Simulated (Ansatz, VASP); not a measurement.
## Two plane-wave programs on Ir

INCAR

```
SYSTEM = Ir
PREC = Accurate ; ENCUT = 520
EDIFF = 1E-7 ; ISMEAR = 0
SIGMA = 0.1 ; LREAL = .FALSE.
LASPH = .TRUE. ; NELM = 100
ALGO = Normal ; ISIF = 2
LWAVE = .FALSE. ; LCHARG = .TRUE.
GGA = PS ; LELF = .TRUE.
LVHAR = .TRUE. ; NBANDS = 26
```

KPOINTS

```
Automatic mesh
0
G
  6 6 4
  0 0 0
```

POSCAR

```
Ir
1.0
    1.5276580251     -4.8460450948      0.0000000000
    1.5276580251      4.8460450948      0.0000000000
    0.0000000000      0.0000000000      4.0429861934
Ir
4
Direct
    0.0980000000      0.9020000000      0.9100000000
    0.5980000000      0.4020000000      0.5900000000
    0.9020000000      0.0980000000      0.0900000000
    0.4020000000      0.5980000000      0.4100000000
```

Input for Ansatz:

```yaml
crystal:
  lattice:
    - [1.5276580251, -4.8460450948, 0.0]
    - [1.5276580251, 4.8460450948, 0.0]
    - [0.0, 0.0, 4.0429861934]
  atoms:
    - { symbol: Ir, position: [0.098, 0.902, 0.91] }
    - { symbol: Ir, position: [0.598, 0.402, 0.59] }
    - { symbol: Ir, position: [0.902, 0.098, 0.09] }
    - { symbol: Ir, position: [0.402, 0.598, 0.41] }
basis:
  ecutwfc: 420
kpoints:
  mp_grid: { grid: [6, 6, 4] }
hamiltonian:
  xc: pbesol
scf:
  occupations: { method: gaussian, width: 0.1 }
  lower_state_search: "off"
output:
  forces: true
  stress: true
  eigenvalues: true
```

Alike in both runs: task single point; functional PBEsol; k mesh 6 × 6 × 4; occupations gaussian, width 0.1 eV; no spin polarisation.

|  | VASP | Ansatz |
| --- | --- | --- |
| version | VASP 6.6.1 | Ansatz 0.2.0 |
| potentials or method | VASP PAW PBE potentials, release 64 (Ir), cutoff 520 eV | scalar-relativistic, plane waves, PAW |
| valence electrons in the cell | 36 | 68 |

VASP gave:

| Item | Value |
| --- | --- |
| gap on the k mesh at the Fermi level (eV) | none |
| rms of the force components (eV/Å) | 12.214 |

**Question.** What did Ansatz give for the same quantities?

**Answer.** gap on the k mesh at the Fermi level (eV): none; rms of the force components (eV/Å): 13.592.

VASP's potentials were made for PBE, not for PBEsol. Atom by atom the forces differ by 1.426 eV/Å (rms over components). A gap of «none» marks a metal or a gap that the smearing closes. VASP's potentials hold 36 valence electrons a cell and Ansatz's 68, so a difference there can come from the potentials and not from the codes.

The k mesh is coarse, so the values compare programs but aren't converged. Spin-orbit coupling is off throughout.
